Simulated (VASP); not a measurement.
# MgO (P-6m2) in VASP: notebook

Runs on MgO. Level: PBE. Tasks: single point.

Everything below comes from runs of VASP 6.6.1. Logs are shortened: lines on timing, memory, paths and dates and some standing lists are left out, and cuts for length are marked.

### 1 The cell of the first run

Symmetry: P-6m2, No. 187, hexagonal system. The conventional cell has a = 3.026 Å, b = 3.026 Å, c = 2.760 Å, α = 90.00°, β = 90.00°, γ = 120.00°. Mg (site symmetry -6m2) has 6 O at 2.23 Å and 2 Mg at 2.76 Å within 2.9 Å. Within 2.9 Å of O (site symmetry -6m2) lie 6 Mg at 2.23 Å and 2 O at 2.76 Å.

### 2 Single point, PBE (strain +0.030 along x and y, +0.030 along z)

Contents of INCAR:

```
ALGO = Normal ; EDIFF = 1E-6
ENCUT = 520 ; GGA = PE
ISIF = 2 ; ISMEAR = 0
LASPH = T ; LCHARG = F
LREAL = F ; LWAVE = F
NBANDS = 11 ; NELM = 100
PREC = Accurate ; SIGMA = 0.05
```

Contents of KPOINTS:

```
k-points
0
Gamma
  9 9 8
```

Contents of POSCAR:

```
MgO
1.0
    3.0261615305      0.0000000000      0.0000000000
   -1.5130807653      2.6207327614      0.0000000000
    0.0000000000      0.0000000000      2.7600704000
Mg O
1 1
Direct
    0.0000000000      0.0000000000      0.0000000000
    0.3333333333      0.6666666667      0.5000000000
```

Potentials or basis: VASP PAW PBE potentials, release 64 (Mg, O).

Started as:

```sh
$ cat potpaw_PBE.64/Mg/POTCAR potpaw_PBE.64/O/POTCAR > POTCAR
$ mpirun -np 1 vasp_std > vasp.out
```

OUTCAR:

```text
EDIFF = 1E-6
   ENCUT = 520
   GGA = PE
   ISIF = 2
   ISMEAR = 0
   LASPH = T
   LREAL = F
   NELM = 100
   PREC = Accurate

 ion  position               nearest neighbor table
   1  0.000  0.000  0.000-   2 2.23   2 2.23   2 2.23   2 2.23   2 2.23   2 2.23
   2  0.333  0.667  0.500-   1 2.23   1 2.23   1 2.23   1 2.23   1 2.23   1 2.23

  LATTYP: Found a hexagonal cell.
 ALAT       =     3.0261615305
 C/A-ratio  =     0.9120697531

  Lattice vectors:

 A1 = (   3.0261615305,   0.0000000000,   0.0000000000)
 A2 = (  -1.5130807653,   2.6207327614,   0.0000000000)
 A3 = (   0.0000000000,   0.0000000000,   2.7600704000)

Analysis of symmetry for initial positions (statically):
=====================================================================
 Subroutine PRICEL returns:
 Original cell was already a primitive cell.

 Routine SETGRP: Setting up the symmetry group for a
 hexagonal supercell.

 Subroutine GETGRP returns: Found 12 space group operations
 (whereof 12 operations were pure point group operations)
 out of a pool of 24 trial point group operations.

The static configuration has the point symmetry D_3h.

Analysis of symmetry for dynamics (positions and initial velocities):
=====================================================================
 Subroutine PRICEL returns:
 Original cell was already a primitive cell.

 Routine SETGRP: Setting up the symmetry group for a
 hexagonal supercell.

 Subroutine GETGRP returns: Found 12 space group operations
 (whereof 12 operations were pure point group operations)
 out of a pool of 24 trial point group operations.

The dynamic configuration has the point symmetry D_3h.

 Subroutine INISYM returns: Found 12 space group operations
 (whereof 12 operations are pure point group operations),
 and found     1 'primitive' translations

----------------------------------------------------------------------------------------

                                     Primitive cell

  volume of cell :      21.8895

  direct lattice vectors                    reciprocal lattice vectors
     3.026161531  0.000000000  0.000000000     0.330451627  0.190786336  0.000000000
    -1.513080765  2.620732761  0.000000000     0.000000000  0.381572671  0.000000000
     0.000000000  0.000000000  2.760070400     0.000000000  0.000000000  0.362309599

  length of vectors
     3.026161531  3.026161531  2.760070400     0.381572671  0.381572671  0.362309599

  position of ions in fractional coordinates (direct lattice)
     0.000000000  0.000000000  0.000000000
     0.333333333  0.666666667  0.500000000

  ion indices of the primitive-cell ions
   primitive index   ion index
                 1           1
                 2           2

----------------------------------------------------------------------------------------

 KPOINTS: k-points

Automatic generation of k-mesh.
 Grid dimensions read from file:
 generate k-points for:    9    9    8

 Generating k-lattice:

  Cartesian coordinates                     Fractional coordinates (reciprocal lattice)
     0.036716847  0.021198482  0.000000000     0.111111111  0.000000000  0.000000000
     0.000000000  0.042396963  0.000000000     0.000000000  0.111111111  0.000000000
     0.000000000  0.000000000  0.045288700     0.000000000  0.000000000  0.125000000

  Length of vectors
     0.042396963  0.042396963  0.045288700

  Shift w.r.t. Gamma in fractional coordinates (k-lattice)
     0.000000000  0.000000000  0.000000000

 Subroutine IBZKPT returns following result:
 ===========================================

 Found     60 irreducible k-points:

 Following reciprocal coordinates:
            Coordinates               Weight
  0.000000  0.000000  0.000000      1.000000
  0.111111  0.000000  0.000000      6.000000
  0.222222  0.000000  0.000000      6.000000
  0.333333  0.000000  0.000000      6.000000
  0.444444  0.000000  0.000000      6.000000
  0.111111  0.111111  0.000000      6.000000
[... 16 lines left out ...]
  0.333333  0.222222  0.125000     24.000000
  0.333333  0.333333  0.125000      4.000000
 [... further k-points ...]
   k-points           NKPTS =     60   k-points in BZ     NKDIM =     60   number of bands    NBANDS=     11
   number of dos      NEDOS =    301   number of ions     NIONS =      2
   total plane-waves  NPLWV =  13824
   dimension x,y,z NGX =    24 NGY =   24 NGZ =   24
   dimension x,y,z NGXF=    48 NGYF=   48 NGZF=   48
   ions per type =               1   1
   NGX,Y,Z   is equivalent  to a cutoff of  13.18, 13.18, 14.46 a.u.
   NGXF,Y,Z  is equivalent  to a cutoff of  26.37, 26.37, 28.91 a.u.
 SYSTEM =  unknown system
   PREC   = accura    normal or accurate (medium, high low for compatibility)
   ISTART =      0    job   : 0-new  1-cont  2-samecut
   ICHARG =      2    charge: 1-file 2-atom 10-const
   ISPIN  =      1    spin polarized calculation?
   LNONCOLLINEAR =      F non collinear calculations
   LSORBIT =      F    spin-orbit coupling
   LASPH  =      T    aspherical Exc in radial PAW
   ENCUT  =  520.0 eV  38.22 Ry    6.18 a.u.   5.63  5.63  5.13*2*pi/ulx,y,z
   NELM   =    100;   NELMIN=  2; NELMDL= -5     # of ELM steps
   EDIFF  = 0.1E-05   stopping-criterion for ELM
   LREAL  =      F    real-space projection
   EDIFFG = 0.1E-04   stopping-criterion for IOM
   NSW    =      0    number of steps for IOM
   IBRION =     -1    ionic relax: 0-MD 1-quasi-New 2-CG
   NFREE  =      0    steps in history (QN), initial steepest desc. (CG)
   ISIF   =      2    stress and relaxation
   ISYM   =      2    0-nonsym 1-usesym 2-fastsym
   POTIM  = 0.5000    time-step for ionic-motion
   TEBEG  =    0.0;   TEEND  =   0.0 temperature during run
   PSTRESS=    0.0 pullay stress
   NELECT =       8.0000    total number of electrons
   NUPDOWN=      -1.0000    fix difference up-down
   EMIN   =  10.00;   EMAX   =-10.00  energy-range for DOS
   EFERMI =   0.00;   METHOD = LEGACY
   ISMEAR =     0;   SIGMA  =   0.05  broadening in eV -4-tet -1-fermi 0-gaus
   EFERMI_NEDOS =   21; number of points for ismear=-14 and -15
   IALGO  =     38    algorithm
   IMIX   =      4    mixing-type and parameters
     AMIX     =   0.40;   BMIX     =  1.00
     AMIX_MAG =   1.60;   BMIX_MAG =  1.00
  volume/ion in A,a.u.               =      10.94        73.86
  Fermi-wavevector in a.u.,A,eV,Ry     =   1.170469  2.211865 18.639942  1.369997
  Thomas-Fermi vector in A             =   2.306927
   LORBIT       =      0    0 simple, 1 ext, 2 COOP (PROOUT), +10 PAW based schemes
   GGA     = PE    functional components
   LHFCALC =     F    Hartree Fock is set to
   AEXX    =    0.0000 exact exchange contribution
   IVDW    =     0    specifies the selected vdW correction
   LEPSILON=     F    determine dielectric tensor
   LRPA    =     F    only Hartree local field effects (RPA)
 non-spin polarized calculation
 Gauss-broadening in eV      SIGMA  =   0.05
  energy-cutoff  :      520.00
  volume of cell :       21.89
 maximum number of plane-waves:       601
 NGX is ok and might be reduce to    24
   NGX = 11   NGY = 11   NGZ = 11

 number of electron       8.0000005 magnetization

 Free energy of the ion-electron system (eV)
  ---------------------------------------------------
  ext. energy  EPLUGINS =         0.00000000
  ---------------------------------------------------
  free energy    TOTEN  =       -11.16118601 eV

  energy without entropy =      -11.16118601  energy(sigma->0) =      -11.16118601

 E-fermi :   2.9117     XC(G=0): -10.3370

 val. band max:        2.6630776041   @ k =   0.3333   0.3333   0.0000
 cond. band min:       5.0336754371   @ k =   0.0000   0.0000   0.0000
 fundamental gap:      2.3705978330
 Fermi energy:         2.9116624113

 k-point     1 :       0.0000    0.0000    0.0000
  band No.  band energies     occupation
      1     -14.3333      2.00000
      2       2.1240      2.00000
      3       2.1240      2.00000
      4       2.2820      2.00000
      5       5.0337      0.00000
      6      14.2223      0.00000
      7      17.4868      0.00000
      8      17.4868      0.00000
      9      21.5227      0.00000
     10      22.1708      0.00000
     11      23.8488      0.00000

 k-point     2 :       0.1111    0.0000    0.0000
  band No.  band energies     occupation
      1     -14.2428      2.00000
      2       1.3509      2.00000
      3       2.0401      2.00000
      4       2.3193      2.00000
      5       5.7993      0.00000
      6      14.1394      0.00000
      7      16.4860      0.00000
      8      17.7461      0.00000
      9      22.0063      0.00000
     10      22.5103      0.00000
     11      24.0771      0.00000

 k-point     3 :       0.2222    0.0000    0.0000
  band No.  band energies     occupation
      1     -14.0029      2.00000
      2       0.0413      2.00000
      3       1.8369      2.00000
      4       2.4160      2.00000
      5       7.1008      0.00000
      6      13.3251      0.00000
      7      15.9525      0.00000
      8      18.3478      0.00000
      9      21.5647      0.00000
     10      22.3101      0.00000
     11      24.8946      0.00000

 k-point     4 :       0.3333    0.0000    0.0000
  band No.  band energies     occupation
      1     -13.7089      2.00000
      2      -1.0839      2.00000
      3       1.6196      2.00000
      4       2.5301      2.00000
      5       8.2079      0.00000
      6      12.4312      0.00000
      7      15.7542      0.00000
      8      18.9101      0.00000
      9      21.0219      0.00000
     10      22.5286      0.00000
     11      26.5679      0.00000
[... 239 lines left out ...]
 k-point    22 :       0.2222    0.2222    0.1250
  band No.  band energies     occupation
      1     -13.4861      2.00000
      2      -0.9363      2.00000
      3       0.8640      2.00000
      4       1.9492      2.00000
      5       9.4162      0.00000
      6      12.4845      0.00000
      7      15.6338      0.00000
      8      17.8036      0.00000
      9      20.6857      0.00000
     10      22.0459      0.00000
     11      25.7704      0.00000

 k-point    23 :       0.3333    0.2222    0.1250
  band No.  band energies     occupation
      1     -13.3329      2.00000
      2      -1.1211      2.00000
      3       0.3299      2.00000
      4       2.0520      2.00000
      5      10.0921      0.00000
      6      12.4748      0.00000
      7      14.7903      0.00000
      8      18.5327      0.00000
      9      19.8239      0.00000
     10      22.9223      0.00000
     11      25.7006      0.00000

 k-point    24 :       0.3333    0.3333    0.1250
  band No.  band energies     occupation
      1     -13.2801      2.00000
      2      -0.6044      2.00000
      3      -0.5139      2.00000
      4       2.0883      2.00000
      5      10.4666      0.00000
      6      12.9669      0.00000
      7      13.9759      0.00000
      8      18.8850      0.00000
      9      19.6503      0.00000
     10      23.1405      0.00000
     11      25.3861      0.00000

 [... further k-points ...]

------------------------ aborting loop because EDIFF is reached ----------------------------------------

  FORCE on cell =-STRESS in cart. coord.  units (eV):
  Direction    XX          YY          ZZ          XY          YZ          ZX
  --------------------------------------------------------------------------------------
  -------------------------------------------------------------------------------------
  Total       -1.3577236     -1.3577236     -1.7123830      0.0000000      0.0000000      0.0000000
  in kB      -99.3772458    -99.3772458   -125.3361882      0.0000000      0.0000000      0.0000000
  external PRESSURE =    -108.0302266 kB  Pullay stress =       0.0000000 kB

 VOLUME and BASIS-vectors are now :
 -----------------------------------------------------------------------------
  energy-cutoff  :      520.00
  volume of cell :       21.89
      direct lattice vectors                 reciprocal lattice vectors
     3.026161531  0.000000000  0.000000000     0.330451627  0.190786336  0.000000000
    -1.513080765  2.620732761  0.000000000     0.000000000  0.381572671  0.000000000
     0.000000000  0.000000000  2.760070400     0.000000000  0.000000000  0.362309599

 POSITION                                       TOTAL-FORCE (eV/Angst)
 -----------------------------------------------------------------------------------
      0.00000      0.00000      0.00000         0.000000     -0.000000      0.000000
     -0.00000      1.74716      1.38004        -0.000000      0.000000      0.000000
 -----------------------------------------------------------------------------------
    total drift:                                0.000000     -0.000000     -0.000000

  FREE ENERGIE OF THE ION-ELECTRON SYSTEM (eV)
  ---------------------------------------------------
  free  energy   TOTEN  =       -11.1611860086 eV

  energy  without entropy=      -11.1611860086  energy(sigma->0) =      -11.16118601
```

It took 11 s on 1 thread of AMD EPYC 7R13 (Zen 3), shared host; peak memory 0.11 GiB.

What came out:

```yaml
Free_energy: -11.1612 eV
Pressure: -10.8 GPa
Band_gap_on_the_k_mesh: 2.37 eV, indirect (least direct gap 2.75 eV)
```

Caveat: the cell differs from its parent crystal (strain +0.030 along x and y, +0.030 along z). A k mesh can miss the band edges.

### 3 Single point, PBE (strain +0.030 along x and y, +0.015 along z)

Contents of INCAR:

```
  ALGO = Normal
  EDIFF = 1E-6
  ENCUT = 520
  GGA = PE
  ISIF = 2
  ISMEAR = 0
  LASPH = T
  LCHARG = F
  LREAL = F
  LWAVE = F
  NBANDS = 11
  NELM = 60
  PREC = Accurate
  SIGMA = 0.05
```

KPOINTS is that of step 2.

POSCAR: that of step 2 with these lines changed.

```diff
@@ -4,3 +4,3 @@
    -1.5130807653      2.6207327614      0.0000000000
-    0.0000000000      0.0000000000      2.7600704000
+    0.0000000000      0.0000000000      2.7198752000
 Mg O
```

Potentials or basis: VASP PAW PBE potentials, release 64 (Mg, O).

Started as:

```sh
$ cat potpaw_PBE.64/Mg/POTCAR potpaw_PBE.64/O/POTCAR > POTCAR
$ mpirun -np 1 vasp_std > vasp.out
```

Run time: 9.9 s. Hardware: 1 thread of AMD EPYC 7R13 (Zen 3), shared host; peak memory 0.11 GiB.

It converged, with:

```
Free energy            : -11.1794 eV
Pressure               : -9.1 GPa
Band gap on the k mesh : 2.39 eV, indirect (least direct gap 2.75 eV)
```

Stress tensor (GPa, compression positive):
```
-10.68   0.00   0.00
  0.00 -10.68   0.00
  0.00   0.00  -5.98
```

Levels at points of the mesh, in eV from the valence-band top:
```tsv
k point	band 2	band 3	band 4	band 5	band 6	band 7
(0.00, 0.00, 0.00)	-0.72	-0.72	-0.36	2.39	11.59	14.65
(0.00, 0.00, 0.50)	-5.06	-0.22	-0.22	7.48	8.40	16.87
```

Caveat: the cell differs from its parent crystal (strain +0.030 along x and y, +0.015 along z). A k mesh can miss the band edges.

(Continued in part 2 of 2.)
